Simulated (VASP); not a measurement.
A run of VASP 6.6.1 is set up as follows.

INCAR

```
SYSTEM = PtS2
PREC = Accurate
ENCUT = 400
EDIFF = 1E-6
ISMEAR = 0
SIGMA = 0.05
LREAL = .FALSE.
LASPH = .TRUE.
NELM = 120
ALGO = Normal
ISIF = 2
LWAVE = .FALSE.
LCHARG = .FALSE.
LDIPOL = .TRUE.
IDIPOL = 3
DIPOL = 0.5 0.5 0.374
GGA = PE
IVDW = 12
NBANDS = 31
GGA_COMPAT = .FALSE.
NELMDL = -8
```

The input KPOINTS:

```
regular mesh
0
G
  9 9 1
  0 0 0
```

The input POSCAR:

```
PtS2
1.0
    3.5415277692      0.0000000000      0.0000000000
   -1.7707638846      3.0670530163      0.0000000000
    0.0000000000      0.0000000000     22.4670602589
S Pt
4 2
Direct
    0.6666666667      0.3333333333      0.2002932270
    0.3333333333      0.6666666667      0.3105820445
    0.3333333333      1.1666666666      0.4374881600
    0.0000000000      1.5000000000      0.5477761463
    0.0000000000      0.0000000000      0.2557273483
   -0.3333333333      0.8333333334      0.4923427930
```

Potentials or basis: VASP PAW PBE potentials, release 64 (S, Pt).

Launch:

```bash
$ cat potpaw_PBE.64/S/POTCAR potpaw_PBE.64/Pt/POTCAR > POTCAR
$ mpirun -np 1 vasp_std > vasp.out
```

Question: What does it give for the dispersion energy per atom?

Answer: -0.335 eV.

Question: Predict the largest force.

Answer: 0.073 eV/Å.

Question: Predict the band gap on the k mesh.

Answer: 1.10 eV, indirect (least direct gap 1.23 eV).

Forces in eV/Å, atoms in the order of the input:
```
S   -0.018 -0.010  0.040
S   -0.053 -0.030 -0.040
S    0.053  0.030  0.040
S    0.018  0.010 -0.040
Pt   0.044  0.025 -0.002
Pt  -0.044 -0.025  0.002
```

Caveat: spin-orbit coupling is left out, which moves the levels of the heavy elements.
